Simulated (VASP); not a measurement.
Set up this calculation in VASP 6.6.1, as the native input.

* Task: single point
* Functional: PBE
* Potentials or basis: VASP PAW PBE potentials, release 64 (Al, N)
* Cutoff: 520 eV
* k mesh: 10 × 10 × 6
* Occupations: gaussian, width 0.013 eV
* Spin: no spin polarisation
* Dipole correction: no
* Further INCAR settings: ALGO = Normal; EDIFF = 1e-07; NBANDS = 16

The structure of AlN lies in POSCAR:

```
AlN
1.0
    3.1130000000      0.0000000000      0.0000000000
   -1.5565000000      2.6959370820      0.0000000000
    0.0000000000      0.0000000000      4.9810000000
Al N
2 2
Direct
    0.6666666667      0.3333333333      0.5000000000
    0.3333333333      0.6666666667      0.0000000000
    0.6666666667      0.3333333333      0.8800000000
    0.3333333333      0.6666666667      0.3800000000
```

These files were run (other wordings do the same):

INCAR

```
SYSTEM = AlN
PREC = Accurate ; ENCUT = 520
EDIFF = 1E-7 ; ISMEAR = 0
SIGMA = 0.013000000000000001 ; LREAL = .False.
LASPH = .True. ; NELM = 100
ALGO = Normal ; ISIF = 2
LWAVE = .False. ; LCHARG = .False.
GGA = PE ; NBANDS = 16
```

KPOINTS

```
Automatic mesh
0
Gamma
  10 10 6
  0 0 0
```

Potentials or basis: VASP PAW PBE potentials, release 64 (Al, N).

Launch:

```console
$ cat potpaw_PBE.64/Al/POTCAR potpaw_PBE.64/N/POTCAR > POTCAR
$ mpirun -np 1 vasp_std > vasp.out
```

Results of the run:

```
Pressure               : 3.5 GPa
Largest force          : 0.129 eV/Å
Band gap on the k mesh : 4.22 eV
```

Caveat: the cell stands under pressure.

Run time: 52 s on 1 thread of Intel Xeon 8259CL (shared host), peak memory 0.17 GiB.
